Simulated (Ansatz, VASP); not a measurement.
## One calculation of Sn, two programs

File INCAR:

```
SYSTEM = Sn
ALGO     = Normal         ! electronic algorithm
EDIFF    = 1E-8           ! SCF threshold, eV
ENCUT    = 520            ! plane-wave cutoff, eV
GGA      = PS             ! functional
ISIF     = 2              ! what is computed and relaxed
ISMEAR   = -1             ! smearing method
LASPH    = .TRUE.         ! aspherical terms in the spheres
LCHARG   = .FALSE.        ! write CHGCAR
LEFG     = .TRUE.       
LREAL    = .FALSE.        ! projectors in reciprocal space
LWAVE    = .FALSE.        ! write WAVECAR
NBANDS   = 21             ! bands
NELM     = 80             ! most SCF steps
PREC     = Accurate       ! precision mode
SIGMA    = 0.05           ! smearing width, eV
```

The input KPOINTS:

```
k-points
0
G
  11 11 11
  0 0 0
```

Contents of POSCAR:

```
Sn
1.0
    0.0000000000      3.2670946662      3.2670946662
    3.2670946662      0.0000000000      3.2670946662
    3.2670946662      3.2670946662      0.0000000000
Sn
2
Direct
    0.5000000000      0.5000000000      0.5000000000
    0.7500000000      0.7500000000      0.7500000000
```

Input for Ansatz:

```yaml
crystal:
  lattice:
    - [0.0, 3.2670946662, 3.2670946662]
    - [3.2670946662, 0.0, 3.2670946662]
    - [3.2670946662, 3.2670946662, 0.0]
  atoms:
    - { symbol: Sn, position: [0.5, 0.5, 0.5] }
    - { symbol: Sn, position: [0.75, 0.75, 0.75] }
kpoints:
  mp_grid: { grid: [11, 11, 11] }
scf:
  occupations: { method: fermi_dirac, width: 0.05 }
hamiltonian:
  xc: pbesol
  pseudopotentials: { kind: all_electron, datasets: crystal }
output:
  forces: true
  stress: true
  eigenvalues: true
  efg: { contact_densities: true }
```

Change from the starting cell: volume scaled by 1.02, crystal datasets.

Alike in both runs: task electric field gradients; functional PBEsol; k mesh 11 × 11 × 11; occupations fermi-dirac, width 0.05 eV; no spin polarisation.

|  | VASP | Ansatz |
| --- | --- | --- |
| version | VASP 6.6.1 | Ansatz 0.2.0 |
| potentials or method | VASP PAW PBE potentials, release 64 (Sn_d), cutoff 520 eV | all-electron PAW with datasets made for the crystal, scalar-relativistic |

```csv
,VASP,Ansatz,Ansatz less VASP
pressure (GPa),0.1,0.1,+0.07
```

VASP's potentials were made for PBE, not for PBEsol. Ansatz ran all-electron here, and VASP with PAW potentials.
